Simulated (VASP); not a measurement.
# SnO (Pmn2_1) in VASP: single point with PBEsol

Aim: the single point of SnO with PBEsol.

All numbers are computed with VASP 6.6.1; they aren't measurements. Logs are shortened: lines on timing, memory, paths and dates and some standing lists are left out, and cuts for length are marked.

### 1 The cell of the first run

Symmetry: Pmn2_1, No. 31, orthorhombic system. Conventional cell: a = 3.355 Å, b = 5.674 Å, c = 4.222 Å, α = 90.00°, β = 90.00°, γ = 90.00°. Within 2.8 Å of Sn (site symmetry m) lie 3 O at 2.15 to 2.16 Å. O (site symmetry m) has 3 Sn at 2.15 to 2.16 Å within 2.8 Å.

### 2 Single point, PBEsol

File INCAR:

```
ALGO = Normal
EDIFF = 1E-7
ENCUT = 520
GGA = PS
ISIF = 2
ISMEAR = 0
LASPH = True
LCHARG = False
LREAL = False
LWAVE = False
NBANDS = 28
NELM = 80
PREC = Accurate
SIGMA = 0.01
```

File KPOINTS:

```
k-points
0
Gamma
  7 4 6
```

File POSCAR:

```
SnO
1.0
    3.3550000000      0.0000000000      0.0000000000
    0.0000000000      5.6741000000      0.0000000000
    0.0000000000      0.0000000000      4.2219700000
Sn O
2 2
Direct
    0.0000000000      0.2319100000      0.5131400000
    0.5000000000      0.7680900000      0.0131400000
    0.0000000000      0.8912500000      0.7368600000
    0.5000000000      0.1087500000      0.2368600000
```

Potentials or basis: VASP PAW PBE potentials, release 64 (Sn_d, O).

On the command line:

```sh
> cat potpaw_PBE.64/Sn_d/POTCAR potpaw_PBE.64/O/POTCAR > POTCAR
> mpirun -np 1 vasp_std > vasp.out
```

OUTCAR:

```text
EDIFF = 1E-7
   ENCUT = 520
   GGA = PS
   ISIF = 2
   ISMEAR = 0
   LASPH = True
   LREAL = False
   NELM = 80
   PREC = Accurate

 ion  position               nearest neighbor table
   1  0.000  0.232  0.513-   3 2.15   4 2.16   4 2.16
   2  0.500  0.768  0.013-   4 2.15   3 2.16   3 2.16
   3  0.000  0.891  0.737-   1 2.15   2 2.16   2 2.16
   4  0.500  0.109  0.237-   2 2.15   1 2.16   1 2.16

  LATTYP: Found a simple orthorhombic cell.
 ALAT       =     3.3550000000
 B/A-ratio  =     1.2584113264
 C/A-ratio  =     1.6912369598

  Lattice vectors:

 A1 = (  -3.3550000000,   0.0000000000,   0.0000000000)
 A2 = (   0.0000000000,   0.0000000000,   4.2219700000)
 A3 = (   0.0000000000,   5.6741000000,   0.0000000000)

Analysis of symmetry for initial positions (statically):
=====================================================================
 Subroutine PRICEL returns:
 Original cell was already a primitive cell.

 Routine SETGRP: Setting up the symmetry group for a
 simple orthorhombic supercell.

 Subroutine GETGRP returns: Found  4 space group operations
 (whereof  2 operations were pure point group operations)
 out of a pool of  8 trial point group operations.

The static configuration has the point symmetry C_1h.
 The point group associated with its full space group is C_2v.

Analysis of symmetry for dynamics (positions and initial velocities):
=====================================================================
 Subroutine PRICEL returns:
 Original cell was already a primitive cell.

 Routine SETGRP: Setting up the symmetry group for a
 simple orthorhombic supercell.

 Subroutine GETGRP returns: Found  4 space group operations
 (whereof  2 operations were pure point group operations)
 out of a pool of  8 trial point group operations.

The dynamic configuration has the point symmetry C_1h.
 The point group associated with its full space group is C_2v.

 Subroutine INISYM returns: Found  4 space group operations
 (whereof  2 operations are pure point group operations),
 and found     1 'primitive' translations

----------------------------------------------------------------------------------------

[... 90 lines left out ...]
   ISPIN  =      1    spin polarized calculation?
   LNONCOLLINEAR =      F non collinear calculations
   LSORBIT =      F    spin-orbit coupling
   LASPH  =      T    aspherical Exc in radial PAW
   ENCUT  =  520.0 eV  38.22 Ry    6.18 a.u.   6.24 10.55  7.85*2*pi/ulx,y,z
   NELM   =     80;   NELMIN=  2; NELMDL= -5     # of ELM steps
   EDIFF  = 0.1E-06   stopping-criterion for ELM
   LREAL  =      F    real-space projection
   EDIFFG = 0.1E-05   stopping-criterion for IOM
   NSW    =      0    number of steps for IOM
   IBRION =     -1    ionic relax: 0-MD 1-quasi-New 2-CG
   NFREE  =      0    steps in history (QN), initial steepest desc. (CG)
   ISIF   =      2    stress and relaxation
   ISYM   =      2    0-nonsym 1-usesym 2-fastsym
   POTIM  = 0.5000    time-step for ionic-motion
   TEBEG  =    0.0;   TEEND  =   0.0 temperature during run
   PSTRESS=    0.0 pullay stress
   NELECT =      40.0000    total number of electrons
   NUPDOWN=      -1.0000    fix difference up-down
   EMIN   =  10.00;   EMAX   =-10.00  energy-range for DOS
   EFERMI =   0.00;   METHOD = LEGACY
   ISMEAR =     0;   SIGMA  =   0.01  broadening in eV -4-tet -1-fermi 0-gaus
   EFERMI_NEDOS =   21; number of points for ismear=-14 and -15
   IALGO  =     38    algorithm
   IMIX   =      4    mixing-type and parameters
     AMIX     =   0.40;   BMIX     =  1.00
     AMIX_MAG =   1.60;   BMIX_MAG =  1.00
  volume/ion in A,a.u.               =      20.09       135.59
  Fermi-wavevector in a.u.,A,eV,Ry     =   1.297358  2.451652 22.900491  1.683139
  Thomas-Fermi vector in A             =   2.428756
   LORBIT       =      0    0 simple, 1 ext, 2 COOP (PROOUT), +10 PAW based schemes
   GGA     = PS    functional components
   LHFCALC =     F    Hartree Fock is set to
   AEXX    =    0.0000 exact exchange contribution
   IVDW    =     0    specifies the selected vdW correction
   LEPSILON=     F    determine dielectric tensor
   LRPA    =     F    only Hartree local field effects (RPA)
 non-spin polarized calculation
 Gauss-broadening in eV      SIGMA  =   0.01
  energy-cutoff  :      520.00
  volume of cell :       80.37
 maximum number of plane-waves:      2182
 NGX is ok and might be reduce to    28
   NGX = 13   NGY = 21   NGZ = 15

 number of electron      39.9999992 magnetization

 Free energy of the ion-electron system (eV)
  ---------------------------------------------------
  ext. energy  EPLUGINS =         0.00000000
  ---------------------------------------------------
  free energy    TOTEN  =       -23.79591784 eV

  energy without entropy =      -23.79591784  energy(sigma->0) =      -23.79591784

 E-fermi :   4.8179     XC(G=0):  -9.7646

 val. band max:        4.7070680099   @ k =   0.0000   0.0000   0.0000
 cond. band min:       6.0466462608   @ k =   0.4286   0.5000   0.0000
 fundamental gap:      1.3395782509
 Fermi energy:         4.8178859984

 k-point     1 :       0.0000    0.0000    0.0000
  band No.  band energies     occupation
      1     -16.4167      2.00000
      2     -16.0898      2.00000
      3     -16.0057      2.00000
      4     -15.9794      2.00000
      5     -15.9519      2.00000
      6     -15.9205      2.00000
[... 733 lines left out ...]
     27      13.7384      0.00000
     28      13.9802      0.00000

 [... further k-points ...]

------------------------ aborting loop because EDIFF is reached ----------------------------------------

  FORCE on cell =-STRESS in cart. coord.  units (eV):
  Direction    XX          YY          ZZ          XY          YZ          ZX
  --------------------------------------------------------------------------------------
  -------------------------------------------------------------------------------------
  Total       -1.7469028     -1.2981666     -1.2828100      0.0000000      0.0000000      0.0000000
  in kB      -34.8236803    -25.8783362    -25.5722106      0.0000000      0.0000000      0.0000000
  external PRESSURE =     -28.7580757 kB  Pullay stress =       0.0000000 kB

 VOLUME and BASIS-vectors are now :
 -----------------------------------------------------------------------------
  energy-cutoff  :      520.00
  volume of cell :       80.37
      direct lattice vectors                 reciprocal lattice vectors
     3.355000000  0.000000000  0.000000000     0.298062593  0.000000000  0.000000000
     0.000000000  5.674100000  0.000000000     0.000000000  0.176239404  0.000000000
     0.000000000  0.000000000  4.221970000     0.000000000  0.000000000  0.236856254

 POSITION                                       TOTAL-FORCE (eV/Angst)
 -----------------------------------------------------------------------------------
      0.00000      1.31588      2.16646         0.000000     -0.333934     -0.098174
      1.67750      4.35822      0.05548         0.000000      0.333934     -0.098174
      0.00000      5.05704      3.11100         0.000000      0.122591      0.098174
      1.67750      0.61706      1.00002         0.000000     -0.122591      0.098174
 -----------------------------------------------------------------------------------
    total drift:                                0.000000      0.000000     -0.000270

  FREE ENERGIE OF THE ION-ELECTRON SYSTEM (eV)
  ---------------------------------------------------
  free  energy   TOTEN  =       -23.7959178393 eV

  energy  without entropy=      -23.7959178393  energy(sigma->0) =      -23.79591784
```

It took 47 s on 1 thread of Intel Xeon 6975P-C (Granite Rapids), shared host; peak memory 0.23 GiB.

Results:

- Free energy: -23.7959 eV
- Pressure: -2.9 GPa
- Largest force: 0.348 eV/Å
- Band gap on the k mesh: 1.34 eV, indirect (least direct gap 2.01 eV)

Forces in eV/Å, atoms in the order of the input:
```
Sn   0.000 -0.334 -0.098
Sn   0.000  0.334 -0.098
O    0.000  0.123  0.098
O    0.000 -0.123  0.098
```

Levels at points of the mesh, in eV from the valence-band top:
| k point | band 17 | band 18 | band 19 | band 20 | band 21 | band 22 | band 23 | band 24 |
| --- | --- | --- | --- | --- | --- | --- | --- | --- |
| (0.00, 0.00, 0.00) | -3.50 | -2.64 | -2.05 | 0.00 | 2.61 | 3.10 | 5.81 | 5.86 |
| (0.00, 0.50, 0.00) | -3.80 | -2.66 | -1.59 | -1.37 | 3.27 | 3.86 | 4.80 | 4.97 |
| (0.00, 0.00, 0.50) | -3.20 | -3.20 | -1.66 | -1.66 | 2.61 | 2.61 | 5.17 | 5.17 |
| (0.00, 0.50, 0.50) | -2.92 | -2.92 | -1.51 | -1.51 | 1.87 | 1.87 | 5.92 | 5.92 |

Caveat: the PAW data sets were made with another functional, which shifts forces and pressure a little; spin-orbit coupling is left out, which moves the levels of the heavy elements. A k mesh can miss the band edges.
